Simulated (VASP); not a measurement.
A run of VASP 6.6.1 is set up as follows.

The input INCAR:

```
PREC     = Accurate       # precision mode
ENCUT    = 520            # plane-wave cutoff, eV
EDIFF    = 1E-7           # SCF threshold, eV
ISMEAR   = 0              # smearing method
SIGMA    = 0.15           # smearing width, eV
LREAL    = F              # projectors in reciprocal space
LASPH    = T              # aspherical terms in the spheres
NELM     = 80             # most SCF steps
ALGO     = Fast           # electronic algorithm
ISIF     = 2              # what is computed and relaxed
LWAVE    = F              # write WAVECAR
LCHARG   = F              # write CHGCAR
GGA      = PS             # functional
NBANDS   = 11             # bands
```

The input KPOINTS:

```
Automatic mesh
0
Gamma
  14 14 14
```

Contents of POSCAR:

```
Ba
1.0
   -2.4000000000      2.4000000000      2.7000000000
    2.4000000000     -2.4000000000      2.7000000000
    2.4000000000      2.4000000000     -2.7000000000
Ba
1
Direct
    0.0000000000      0.0000000000      0.0000000000
```

Potentials or basis: VASP PAW PBE potentials, release 64 (Ba_sv).

Launch:

```console
$ cat potpaw_PBE.64/Ba_sv/POTCAR > POTCAR
$ mpirun -np 1 vasp_std > vasp.out
```

(1) Estimate the pressure.

(2) What does it give for the band gap on the k mesh?

## Answers

(1) -0.5 GPa.

(2) zero (bands 5 and 6 overlap by 0.79 eV).

Caveat: the cell differs from its parent crystal (strain -0.040 along x and y, +0.080 along z); the PAW data sets were made with another functional, which shifts forces and pressure a little; spin-orbit coupling is left out, which moves the levels of the heavy elements.
